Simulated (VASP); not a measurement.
A run of VASP 6.6.1 is set up as follows.

File INCAR:

```
SYSTEM = InReS4
ALGO = Normal ; EDIFF = 1E-6
ENCUT = 520 ; GGA = PE
ISIF = 2 ; ISMEAR = 0
ISPIN = 2 ; LASPH = .TRUE.
LCHARG = .TRUE. ; LELF = .TRUE.
LMAXMIX = 4 ; LORBIT = 11
LREAL = .FALSE. ; LVHAR = .TRUE.
LWAVE = .FALSE. ; MAGMOM = 0 1 0 0 0 0
NBANDS = 35 ; NELM = 150
PREC = Accurate ; SIGMA = 0.1
```

KPOINTS

```
k-points
0
G
  4 4 4
  0 0 0
```

File POSCAR:

```
InReS4
1.0
    4.2786088000      0.0000000000      0.0000000000
    0.0000000000      4.2786088000      0.0000000000
    0.0000000000      0.0000000000      6.0508179600
In Re S
1 1 4
Direct
    0.0000000000      0.0000000000      0.0000000000
    0.5000000000      0.5000000000      0.5000000000
    0.5000000000      0.0000000000      0.7265759700
    0.0000000000      0.5000000000      0.2734240300
    0.5000000000      0.0000000000      0.2734240300
    0.0000000000      0.5000000000      0.7265759700
```

Potentials or basis: VASP PAW PBE potentials, release 64 (In_d, Re, S).

Run with:

```sh
$ cat potpaw_PBE.64/In_d/POTCAR potpaw_PBE.64/Re/POTCAR potpaw_PBE.64/S/POTCAR > POTCAR
$ mpirun -np 1 vasp_std > vasp.out
```

Predict the pressure.

0.1 GPa.

Predict the band gap on the k mesh.

zero (filled and empty bands overlap).

What does it give for the net moment?

0.00 μB per cell.

Forces in eV/Å, atoms in the order of the input:
```
In   0.000  0.000  0.000
Re   0.000  0.000  0.000
S    0.000  0.000 -0.584
S    0.000  0.000  0.584
S    0.000  0.000  0.584
S    0.000  0.000 -0.584
```

Caveat: the k points lie up to 0.37 Å⁻¹ apart, too coarse for converged energies and pressures of a metal; spin-orbit coupling is left out, which moves the levels of the heavy elements.
